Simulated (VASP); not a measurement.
# Hf (I4/mmm) in VASP: single point with PBEsol

Aim: the single point of Hf with PBEsol.

Program: VASP 6.6.1. These are calculated values, not measurements. Logs are shortened: lines on timing, memory, paths and dates and some standing lists are left out, and cuts for length are marked.

### Step 1. The cell of the first run

The structure is tetragonal, space group I4/mmm (No. 139). Conventional cell: a = 3.140 Å, b = 3.140 Å, c = 4.351 Å, α = 90.00°, β = 90.00°, γ = 90.00°. Within 4.1 Å of Hf (site symmetry 4/mmm) lie 12 Hf at 3.11 to 3.14 Å.

### Step 2. Single point, PBEsol (strain -0.0200 x Voigt [1, 0, 0, 0, 0, 0])

INCAR

```
SYSTEM = Hf
PREC     = Accurate       ! precision mode
ENCUT    = 520            ! plane-wave cutoff, eV
EDIFF    = 1E-6           ! SCF threshold, eV
ISMEAR   = 0              ! smearing method
SIGMA    = 0.15           ! smearing width, eV
LREAL    = .False.        ! projectors in reciprocal space
LASPH    = .True.         ! aspherical terms in the spheres
NELM     = 100            ! most SCF steps
ALGO     = Fast           ! electronic algorithm
ISIF     = 2              ! what is computed and relaxed
LWAVE    = .False.        ! write WAVECAR
LCHARG   = .True.         ! write CHGCAR
GGA      = PS             ! functional
LELF     = .True.         ! ELF
LVHAR    = .True.       
NBANDS   = 11             ! bands
```

KPOINTS

```
Automatic mesh
0
Gamma
  18 18 18
  0 0 0
```

POSCAR

```
Hf
1.0
    0.0000000000      2.2200000000      2.2200000000
    2.1756000000      0.0000000000      2.2200000000
    2.1756000000      2.2200000000      0.0000000000
Hf
1
Direct
    0.0000000000      0.0000000000      0.0000000000
```

Potentials or basis: VASP PAW PBE potentials, release 64 (Hf_pv).

Command:

```sh
$ cat potpaw_PBE.64/Hf_pv/POTCAR > POTCAR
$ mpirun -np 1 vasp_std > vasp.out
```

OUTCAR:

```text
SYSTEM = Hf
   PREC = Accurate
   ENCUT = 520
   EDIFF = 1E-6
   ISMEAR = 0
   LREAL = .False.
   LASPH = .True.
   NELM = 100
   ISIF = 2
   GGA = PS

 ion  position               nearest neighbor table
   1  0.000  0.000  0.000-

  LATTYP: Found a body centered tetragonal cell.
 ALAT       =     3.1395541085
 C/A-ratio  =     1.3859292911

  Lattice vectors:

 A1 = (  -2.1756000000,   0.0000000000,  -2.2200000000)
 A2 = (  -2.1756000000,   0.0000000000,   2.2200000000)
 A3 = (   2.1756000000,   2.2200000000,   0.0000000000)

Analysis of symmetry for initial positions (statically):
=====================================================================
 Subroutine PRICEL returns:
 Original cell was already a primitive cell.

 Routine SETGRP: Setting up the symmetry group for a
 body centered tetragonal supercell.

 Subroutine GETGRP returns: Found 16 space group operations
 (whereof 16 operations were pure point group operations)
 out of a pool of 16 trial point group operations.

The static configuration has the point symmetry D_4h.

Analysis of symmetry for dynamics (positions and initial velocities):
=====================================================================
 Subroutine PRICEL returns:
 Original cell was already a primitive cell.

 Routine SETGRP: Setting up the symmetry group for a
 body centered tetragonal supercell.

 Subroutine GETGRP returns: Found 16 space group operations
 (whereof 16 operations were pure point group operations)
 out of a pool of 16 trial point group operations.

The dynamic configuration has the point symmetry D_4h.

 Subroutine INISYM returns: Found 16 space group operations
 (whereof 16 operations are pure point group operations),
 and found     1 'primitive' translations

----------------------------------------------------------------------------------------

                                     Primitive cell

  volume of cell :      21.4445

  direct lattice vectors                    reciprocal lattice vectors
     0.000000000  2.220000000  2.220000000    -0.229821658  0.225225225  0.225225225
     2.175600000  0.000000000  2.220000000     0.229821658 -0.225225225  0.225225225
     2.175600000  2.220000000  0.000000000     0.229821658  0.225225225 -0.225225225

  length of vectors
     3.139554108  3.108317127  3.108317127     0.392773216  0.392773216  0.392773216

  position of ions in fractional coordinates (direct lattice)
     0.000000000  0.000000000  0.000000000

  ion indices of the primitive-cell ions
   primitive index   ion index
                 1           1

----------------------------------------------------------------------------------------

 KPOINTS: Automatic mesh

Automatic generation of k-mesh.
 Grid dimensions read from file:
 generate k-points for:   18   18   18

 Generating k-lattice:

  Cartesian coordinates                     Fractional coordinates (reciprocal lattice)
    -0.012767870  0.012512513  0.012512513     0.055555556 -0.000000000 -0.000000000
     0.012767870 -0.012512513  0.012512513     0.000000000  0.055555556  0.000000000
     0.012767870  0.012512513 -0.012512513     0.000000000  0.000000000  0.055555556

  Length of vectors
     0.021820734  0.021820734  0.021820734

  Shift w.r.t. Gamma in fractional coordinates (k-lattice)
     0.000000000  0.000000000  0.000000000

 Subroutine IBZKPT returns following result:
 ===========================================

 Found    480 irreducible k-points:

 Following reciprocal coordinates:
            Coordinates               Weight
  0.000000  0.000000  0.000000      1.000000
  0.055556  0.000000  0.000000      8.000000
  0.111111  0.000000  0.000000      8.000000
  0.166667 -0.000000 -0.000000      8.000000
  0.222222  0.000000  0.000000      8.000000
  0.277778  0.000000  0.000000      8.000000
[... 16 lines left out ...]
 -0.277778  0.055556  0.000000     16.000000
 -0.222222  0.055556  0.000000     16.000000
 [... further k-points ...]
   k-points           NKPTS =    480   k-points in BZ     NKDIM =    480   number of bands    NBANDS=     11
   number of dos      NEDOS =    301   number of ions     NIONS =      1
   total plane-waves  NPLWV =  13824
   dimension x,y,z NGX =    24 NGY =   24 NGZ =   24
   dimension x,y,z NGXF=    48 NGYF=   48 NGZF=   48
   ions per type =               1
   NGX,Y,Z   is equivalent  to a cutoff of  12.71, 12.84, 12.84 a.u.
   NGXF,Y,Z  is equivalent  to a cutoff of  25.42, 25.67, 25.67 a.u.
 SYSTEM =  Hf
   PREC   = accura    normal or accurate (medium, high low for compatibility)
   ISTART =      0    job   : 0-new  1-cont  2-samecut
   ICHARG =      2    charge: 1-file 2-atom 10-const
   ISPIN  =      1    spin polarized calculation?
   LNONCOLLINEAR =      F non collinear calculations
   LSORBIT =      F    spin-orbit coupling
   LASPH  =      T    aspherical Exc in radial PAW
   ENCUT  =  520.0 eV  38.22 Ry    6.18 a.u.   5.84  5.78  5.78*2*pi/ulx,y,z
   NELM   =    100;   NELMIN=  2; NELMDL= -5     # of ELM steps
   EDIFF  = 0.1E-05   stopping-criterion for ELM
   LREAL  =      F    real-space projection
   EDIFFG = 0.1E-04   stopping-criterion for IOM
   NSW    =      0    number of steps for IOM
   IBRION =     -1    ionic relax: 0-MD 1-quasi-New 2-CG
   NFREE  =      0    steps in history (QN), initial steepest desc. (CG)
   ISIF   =      2    stress and relaxation
   ISYM   =      2    0-nonsym 1-usesym 2-fastsym
   POTIM  = 0.5000    time-step for ionic-motion
   TEBEG  =    0.0;   TEEND  =   0.0 temperature during run
   PSTRESS=    0.0 pullay stress
   NELECT =      10.0000    total number of electrons
   NUPDOWN=      -1.0000    fix difference up-down
   EMIN   =  10.00;   EMAX   =-10.00  energy-range for DOS
   EFERMI =   0.00;   METHOD = LEGACY
   ISMEAR =     0;   SIGMA  =   0.15  broadening in eV -4-tet -1-fermi 0-gaus
   EFERMI_NEDOS =   21; number of points for ismear=-14 and -15
   IALGO  =     68    algorithm
   IMIX   =      4    mixing-type and parameters
     AMIX     =   0.40;   BMIX     =  1.00
     AMIX_MAG =   1.60;   BMIX_MAG =  1.00
  volume/ion in A,a.u.               =      21.44       144.71
  Fermi-wavevector in a.u.,A,eV,Ry     =   1.269511  2.399028 21.927944  1.611658
  Thomas-Fermi vector in A             =   2.402548
   LORBIT       =      0    0 simple, 1 ext, 2 COOP (PROOUT), +10 PAW based schemes
   GGA     = PS    functional components
   LHFCALC =     F    Hartree Fock is set to
   AEXX    =    0.0000 exact exchange contribution
   IVDW    =     0    specifies the selected vdW correction
   LEPSILON=     F    determine dielectric tensor
   LRPA    =     F    only Hartree local field effects (RPA)
 non-spin polarized calculation
 RMM-DIIS sequential band-by-band and
 Gauss-broadening in eV      SIGMA  =   0.15
  energy-cutoff  :      520.00
  volume of cell :       21.44
 maximum number of plane-waves:       592
   NGX = 11   NGY = 11   NGZ = 11

 number of electron      10.0000001 magnetization

 Free energy of the ion-electron system (eV)
  ---------------------------------------------------
  ext. energy  EPLUGINS =         0.00000000
  ---------------------------------------------------
  free energy    TOTEN  =       -10.44124905 eV

  energy without entropy =      -10.42546360  energy(sigma->0) =      -10.43335632

 E-fermi :   4.8799     XC(G=0): -11.5878

 val. band max:        4.8771856911   @ k =  -0.3889   0.3333   0.2778
 cond. band min:       4.8842730087   @ k =   0.1111   0.2778   0.0556
 fundamental gap:      0.0070873177
 Fermi energy:         4.8798792101

 k-point     1 :       0.0000    0.0000    0.0000
  band No.  band energies     occupation
      1     -24.9311      2.00000
      2     -24.9311      2.00000
      3     -24.9287      2.00000
      4      -2.4837      2.00000
      5       6.2078      0.00000
      6       6.2078      0.00000
      7       6.4447      0.00000
      8       9.0428      0.00000
      9       9.3934      0.00000
     10      16.3944      0.00000
     11      18.0717      0.00000

 k-point     2 :       0.0556    0.0000    0.0000
  band No.  band energies     occupation
      1     -24.9610      2.00000
      2     -24.9353      2.00000
      3     -24.9329      2.00000
      4      -2.3694      2.00000
      5       6.1306      0.00000
      6       6.2627      0.00000
      7       6.4597      0.00000
      8       8.9849      0.00000
      9       9.3245      0.00000
     10      16.6522      0.00000
     11      19.7890      0.00000

 k-point     3 :       0.1111    0.0000    0.0000
  band No.  band energies     occupation
      1     -25.0483      2.00000
      2     -24.9475      2.00000
      3     -24.9428      2.00000
      4      -2.0367      2.00000
      5       5.8511      0.00000
      6       6.4035      0.00000
      7       6.5800      0.00000
      8       8.8574      0.00000
      9       9.1625      0.00000
     10      17.3267      0.00000
     11      19.2053      0.00000

 k-point     4 :       0.1667   -0.0000   -0.0000
  band No.  band energies     occupation
      1     -25.1798      2.00000
      2     -24.9660      2.00000
      3     -24.9577      2.00000
      4      -1.5175      2.00000
      5       5.4699      0.00000
      6       6.5486      0.00000
      7       6.7412      0.00000
      8       8.7928      0.00000
      9       9.0334      0.00000
     10      17.6359      0.00000
     11      18.9085      0.00000

 k-point     5 :       0.2222    0.0000    0.0000
  band No.  band energies     occupation
      1     -25.3373      2.00000
      2     -24.9886      2.00000
      3     -24.9760      2.00000
      4      -0.8693      2.00000
      5       5.1160      0.02602
      6       6.5759      0.00000
      7       6.8076      0.00000
      8       8.9613      0.00000
      9       9.1102      0.00000
     10      16.8771      0.00000
     11      19.3037      0.00000
[... 211 lines left out ...]
 k-point    21 :      -0.3889    0.0556   -0.0000
  band No.  band energies     occupation
      1     -25.7944      2.00000
      2     -25.0815      2.00000
      3     -25.0327      2.00000
      4       1.0363      2.00000
      5       5.1544      0.00964
      6       5.9567      0.00000
      7       6.3365      0.00000
      8      10.5880      0.00000
      9      11.3973      0.00000
     10      15.0442      0.00000
     11      17.1970      0.00000

 k-point    22 :      -0.3333    0.0556    0.0000
  band No.  band energies     occupation
      1     -25.6912      2.00000
      2     -25.0681      2.00000
      3     -25.0157      2.00000
      4       0.6901      2.00000
      5       4.8864      0.95072
      6       6.1074      0.00000
      7       6.5032      0.00000
      8       9.8763      0.00000
      9      10.8188      0.00000
     10      15.4969      0.00000
     11      18.4634      0.00000

 k-point    23 :      -0.2778    0.0556    0.0000
  band No.  band energies     occupation
      1     -25.5540      2.00000
      2     -25.0483      2.00000
      3     -24.9958      2.00000
      4       0.1356      2.00000
      5       4.8055      1.51662
      6       6.3159      0.00000
      7       6.7092      0.00000
      8       9.1974      0.00000
      9      10.1632      0.00000
     10      16.0797      0.00000
     11      18.0776      0.00000

 k-point    24 :      -0.2222    0.0556    0.0000
  band No.  band energies     occupation
      1     -25.3979      2.00000
      2     -25.0243      2.00000
      3     -24.9753      2.00000
      4      -0.5412      2.00000
      5       4.9571      0.46671
      6       6.5033      0.00000
      7       6.8646      0.00000
      8       8.7043      0.00000
      9       9.6047      0.00000
     10      16.7997      0.00000
     11      18.0756      0.00000

 [... further k-points ...]

------------------------ aborting loop because EDIFF is reached ----------------------------------------

  FORCE on cell =-STRESS in cart. coord.  units (eV):
  Direction    XX          YY          ZZ          XY          YZ          ZX
  --------------------------------------------------------------------------------------
  -------------------------------------------------------------------------------------
  Total        0.1324019     -0.0200145     -0.0200145      0.0000000      0.0000000      0.0000000
  in kB        9.8921326     -1.4953438     -1.4953438      0.0000000      0.0000000      0.0000000
  external PRESSURE =       2.3004817 kB  Pullay stress =       0.0000000 kB

 VOLUME and BASIS-vectors are now :
 -----------------------------------------------------------------------------
  energy-cutoff  :      520.00
  volume of cell :       21.44
      direct lattice vectors                 reciprocal lattice vectors
     0.000000000  2.220000000  2.220000000    -0.229821658  0.225225225  0.225225225
     2.175600000  0.000000000  2.220000000     0.229821658 -0.225225225  0.225225225
     2.175600000  2.220000000  0.000000000     0.229821658  0.225225225 -0.225225225

 POSITION                                       TOTAL-FORCE (eV/Angst)
 -----------------------------------------------------------------------------------
      0.00000      0.00000      0.00000         0.000000      0.000000      0.000000
 -----------------------------------------------------------------------------------
    total drift:                               -0.000000     -0.000000     -0.000000

  FREE ENERGIE OF THE ION-ELECTRON SYSTEM (eV)
  ---------------------------------------------------
  free  energy   TOTEN  =       -10.4412490502 eV

  energy  without entropy=      -10.4254635981  energy(sigma->0) =      -10.43335632
```

Wall time 1.8 min (1 thread of AMD EPYC 7R43 (Zen 3), shared host); peak memory 0.19 GiB.

Results:

```yaml
Free_energy: -10.4412 eV
Pressure: 0.2 GPa
Band_gap_on_the_k_mesh: zero (band 5 reaches 6.25 eV, above the bottom of band 6 at 4.15 eV)
```

Levels at points of the mesh, in eV from the Fermi level:
```
           k point  band 3  band 4  band 5  band 6  band 7  band 8
(0.00, 0.00, 0.00)  -29.81   -7.36    1.33    1.33    1.56    4.16
(0.50, 0.00, 0.00)  -29.92   -3.77    0.75    1.03    1.30    6.52
(0.50, 0.50, 0.00)  -30.12   -3.46   -2.27    2.66    6.60    7.14
(0.00, 0.50, 0.50)  -30.17   -3.42   -2.33    3.00    6.59    7.28
```

Caveat: the cell differs from its parent crystal (strain -0.0200 x Voigt [1, 0, 0, 0, 0, 0]); the PAW data sets were made with another functional, which shifts forces and pressure a little; spin-orbit coupling is left out, which moves the levels of the heavy elements.
